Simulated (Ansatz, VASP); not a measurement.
**TaAs in VASP and in Ansatz**

Contents of POSCAR:

```
TaAs
1.0
    0.0000000000      2.5838812330      2.5838812330
    2.5838812330      0.0000000000      2.5838812330
    2.5838812330      2.5838812330      0.0000000000
Ta As
1 1
Direct
    0.5000000000      0.5000000000      0.5000000000
    0.0000000000      0.0000000000      0.0000000000
```

File INCAR.step1:

```
SYSTEM = TaAs
PREC     = Accurate       ! precision mode
ENCUT    = 520            ! plane-wave cutoff, eV
ISMEAR   = 0              ! smearing method
SIGMA    = 0.05           ! smearing width, eV
LREAL    = .FALSE.        ! projectors in reciprocal space
LASPH    = .TRUE.         ! aspherical terms in the spheres
NELM     = 60             ! most SCF steps
NBANDS   = 15             ! bands
GGA      = PE             ! functional
ALGO     = Normal         ! electronic algorithm
EDIFF    = 1E-4           ! SCF threshold, eV
LWAVE    = .TRUE.         ! write WAVECAR
LCHARG   = .FALSE.        ! write CHGCAR
```

INCAR.step2

```
SYSTEM = TaAs
PREC     = Accurate       ! precision mode
ENCUT    = 520            ! plane-wave cutoff, eV
EDIFF    = 1E-6           ! SCF threshold, eV
ISMEAR   = 0              ! smearing method
SIGMA    = 0.05           ! smearing width, eV
LREAL    = .FALSE.        ! projectors in reciprocal space
LASPH    = .TRUE.         ! aspherical terms in the spheres
NELM     = 60             ! most SCF steps
ALGO     = Normal         ! electronic algorithm
ISIF     = 2              ! what is computed and relaxed
LWAVE    = .FALSE.        ! write WAVECAR
LCHARG   = .FALSE.        ! write CHGCAR
METAGGA  = R2SCAN         ! meta-GGA
LMIXTAU  = .TRUE.       
NBANDS   = 15             ! bands
ISTART   = 1
```

The input KPOINTS:

```
Automatic mesh
0
G
  12 12 12
  0 0 0
```

Input for Ansatz:

```yaml
crystal:
  lattice:
    - [0.0, 2.583881233, 2.583881233]
    - [2.583881233, 0.0, 2.583881233]
    - [2.583881233, 2.583881233, 0.0]
  atoms:
    - { symbol: Ta, position: [0.5, 0.5, 0.5] }
    - { symbol: As, position: [0.0, 0.0, 0.0] }
basis:
  ecutwfc: 500
  ecutrho_ratio: 4
kpoints:
  mp_grid: { grid: [12, 12, 12] }
hamiltonian:
  xc: r2scan
scf:
  occupations: { method: gaussian, width: 0.05 }
output:
  forces: true
  stress: true
  eigenvalues: true
```

Alike in both runs: task single point; functional r2SCAN; k mesh 12 × 12 × 12; occupations gaussian, width 0.05 eV; no spin polarisation.

|  | VASP | Ansatz |
| --- | --- | --- |
| version | VASP 6.6.1 | Ansatz 0.2.0 |
| potentials or method | VASP PAW PBE potentials, release 64 (Ta_pv, As), cutoff 520 eV | scalar-relativistic, plane waves, PAW |
| valence electrons in the cell | 16 | 28 |

```csv
,VASP,Ansatz,Ansatz less VASP
gap on the k mesh at the Fermi level (eV),none,none,-
pressure (GPa),8.0,7.4,-0.61
```

VASP's potentials were made for PBE, not for r2SCAN. A gap of «none» marks a metal or a gap that the smearing closes. VASP's potentials hold 16 valence electrons a cell and Ansatz's 28, so a difference there can come from the potentials and not from the codes.

Spin-orbit coupling is off throughout.
